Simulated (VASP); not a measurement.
# Pd (P6_3/mmc) in VASP: further runs, part 2 of 2

VASP 6.6.1. The steps go on from the part before.

### 5 Electric field gradients, PBE (volume scaled by 1.02)

Input file INCAR:

```
SYSTEM = Pd
PREC = Accurate
ENCUT = 520
EDIFF = 1E-8
ISMEAR = -1
SIGMA = 0.08
LREAL = .False.
LASPH = .True.
NELM = 80
ALGO = Normal
ISIF = 2
LWAVE = .False.
LCHARG = .False.
GGA = PE
LEFG = .True.
NBANDS = 17
```

Input file KPOINTS:

```
regular mesh
0
Gamma
  15 15 8
  0 0 0
```

Input file POSCAR:

```
Pd
1.0
    2.7925160338      0.0000000000      0.0000000000
   -1.3962580169      2.4183898257      0.0000000000
    0.0000000000      0.0000000000      4.6569462692
Pd
2
Direct
    0.3333333333      0.6666666667      0.2500000000
    0.6666666667      0.3333333333      0.7500000000
```

Potentials or basis: VASP PAW PBE potentials, release 64 (Pd).

On the command line:

```console
$ cat potpaw_PBE.64/Pd/POTCAR > POTCAR
$ mpirun -np 1 vasp_std > vasp.out
```

OUTCAR:

```text
SYSTEM = Pd
   PREC = Accurate
   ENCUT = 520
   EDIFF = 1E-8
   ISMEAR = -1
   LREAL = .False.
   LASPH = .True.
   NELM = 80
   ISIF = 2
   GGA = PE

 ion  position               nearest neighbor table
   1  0.333  0.667  0.250-   2 2.83   2 2.83   2 2.83   2 2.83   2 2.83   2 2.83
   2  0.667  0.333  0.750-   1 2.83   1 2.83   1 2.83   1 2.83   1 2.83   1 2.83

  LATTYP: Found a hexagonal cell.
 ALAT       =     2.7925160338
 C/A-ratio  =     1.6676524728

  Lattice vectors:

 A1 = (   2.7925160338,   0.0000000000,   0.0000000000)
 A2 = (  -1.3962580169,   2.4183898257,   0.0000000000)
 A3 = (   0.0000000000,   0.0000000000,   4.6569462692)

Analysis of symmetry for initial positions (statically):
=====================================================================
 Subroutine PRICEL returns:
 Original cell was already a primitive cell.

 Routine SETGRP: Setting up the symmetry group for a
 hexagonal supercell.

 Subroutine GETGRP returns: Found 24 space group operations
 (whereof 12 operations were pure point group operations)
 out of a pool of 24 trial point group operations.

The static configuration has the point symmetry D_3d.
 The point group associated with its full space group is D_6h.

Analysis of symmetry for dynamics (positions and initial velocities):
=====================================================================
 Subroutine PRICEL returns:
 Original cell was already a primitive cell.

 Routine SETGRP: Setting up the symmetry group for a
 hexagonal supercell.

 Subroutine GETGRP returns: Found 24 space group operations
[... 154 lines left out ...]
 val. band max:        8.7523435900   @ k =   0.4000  -0.0000   0.0000
 cond. band min:       8.7578998067   @ k =   0.4000  -0.0000   0.1250
 fundamental gap:      0.0055562166
 Fermi energy:         8.7573056009

 k-point     1 :       0.0000    0.0000    0.0000
  band No.  band energies     occupation
      1       2.0849      2.00000
      2       3.9125      2.00000
      3       6.0741      2.00000
      4       6.2733      2.00000
      5       6.2733      2.00000
      6       6.5895      2.00000
[... 457 lines left out ...]
      4       6.0939      2.00000
      5       6.2585      2.00000
      6       6.3474      2.00000
[... 9 lines left out ...]
     16      21.6272      0.00000
     17      22.3234      0.00000

 [... further k-points ...]
[... 5 lines left out ...]
  --------------------------------------------------------------------------------------
  -------------------------------------------------------------------------------------
  Total       -0.6567815     -0.6567815     -0.6588151     -0.0000000      0.0000000      0.0000000
  in kB      -33.4586417    -33.4586417    -33.5622384     -0.0000000      0.0000000      0.0000000
  external PRESSURE =     -33.4931740 kB  Pullay stress =       0.0000000 kB

 VOLUME and BASIS-vectors are now :
 -----------------------------------------------------------------------------
  energy-cutoff  :      520.00
  volume of cell :       31.45
      direct lattice vectors                 reciprocal lattice vectors
     2.792516034  0.000000000  0.000000000     0.358100003  0.206749133  0.000000000
    -1.396258017  2.418389826  0.000000000     0.000000000  0.413498266  0.000000000
     0.000000000  0.000000000  4.656946269     0.000000000  0.000000000  0.214732991

 POSITION                                       TOTAL-FORCE (eV/Angst)
 -----------------------------------------------------------------------------------
     -0.00000      1.61226      1.16424        -0.000000      0.000000      0.000000
      1.39626      0.80613      3.49271         0.000000     -0.000000      0.000000
 -----------------------------------------------------------------------------------
    total drift:                               -0.000000      0.000000     -0.000000

  FREE ENERGIE OF THE ION-ELECTRON SYSTEM (eV)
  ---------------------------------------------------
  free  energy   TOTEN  =       -10.4191259341 eV

  energy  without entropy=      -10.3182433275  energy(sigma->0) =      -10.36868463

 Electric field gradients (V/A^2)
---------------------------------------------------------------------
 ion       V_xx      V_yy      V_zz      V_xy      V_xz      V_yz
---------------------------------------------------------------------
   1       5.647     5.647   -11.294     0.000     0.000    -0.000
   2       5.647     5.647   -11.294     0.000    -0.000     0.000
---------------------------------------------------------------------

 Electric field gradients after diagonalization (V/A^2)
 (convention: |V_zz| > |V_xx| > |V_yy|)
----------------------------------------------------------------------
 ion       V_xx      V_yy      V_zz     asymmetry (V_yy - V_xx)/ V_zz
----------------------------------------------------------------------
   1       5.648     5.646   -11.294       0.000
   2       5.648     5.646   -11.294       0.000
----------------------------------------------------------------------

           NMR quadrupolar parameters

 Cq : quadrupolar parameter    Cq=e*Q*V_zz/h
 eta: asymmetry parameters     (V_yy - V_xx)/ V_zz
 Q  : nuclear electric quadrupole moment in mb (millibarn)
----------------------------------------------------------------------
 ion       Cq(MHz)       eta       Q (mb)
----------------------------------------------------------------------
   1      -0.027       0.000       1.000
   2      -0.027       0.000       1.000
----------------------------------------------------------------------
```

stdout:

```text
POSCAR found type information on POSCAR Pd
 POSCAR found :  1 types and       2 ions
 scaLAPACK will be used
 LDA part: xc-table for (Slater+PW92), standard interpolation
 POSCAR, INCAR and KPOINTS ok, starting setup
 FFT: planning ... GRIDC
 FFT: planning ... GRID_SOFT
 FFT: planning ... GRID
 WAVECAR not read
 entering main loop
ion   1

ion   2
```

It took 66 s on 1 thread of Intel Xeon Platinum 8488C (Sapphire Rapids), shared host; peak memory 0.19 GiB.

What came out:

```
Free energy            : -10.4191 eV
Pressure               : -3.3 GPa
Band gap on the k mesh : zero (band 10 reaches 8.91 eV, above the bottom of band 11 at 8.10 eV)
```

Levels at points of the mesh, in eV from the Fermi level:
```
           k point  band 6  band 7  band 8  band 9  band 10  band 11  band 12  band 13  band 14  band 15
(0.00, 0.00, 0.00)   -2.17   -2.17   -1.52   -1.52    -0.23    -0.23     0.97     6.51    17.06    18.56
(0.00, 0.00, 0.50)   -2.52   -2.52   -2.52   -0.65    -0.65    -0.65    -0.65    13.54    13.54    17.51
```

Electric field gradients, principal values (V/Å²):
```csv
atom,least,middle,greatest (by size)
1 Pd,5.646,5.648,-11.294
2 Pd,5.646,5.648,-11.294
```

Caveat: without QUAD_EFG the Cq values of the log hold for a quadrupole moment of 1 mb, not for the nuclei.

### 6 Overview

```csv
cell,gap on the mesh (eV),pressure (GPa)
"a = 2.718, b = 2.718, c = 4.533 Å, angles 90.0, 90.0, 120.0°, 2 atoms",none,11.6
"a = 2.756, b = 2.756, c = 4.595 Å, angles 90.0, 90.0, 120.0°, 2 atoms",none,3.2
"a = 2.774, b = 2.774, c = 4.626 Å, angles 90.0, 90.0, 120.0°, 2 atoms",none,-0.3
"a = 2.793, b = 2.793, c = 4.657 Å, angles 90.0, 90.0, 120.0°, 2 atoms",none,-3.3
```

Alike in all rows: task electric field gradients; level PBE; potentials or basis VASP PAW PBE potentials, release 64 (Pd); no spin polarisation; k mesh 15 × 15 × 8; cutoff (eV) 520; smearing fermi-dirac 0.08 eV.

Total energies depend on the potentials used, so only differences within one code and one set of settings carry meaning.
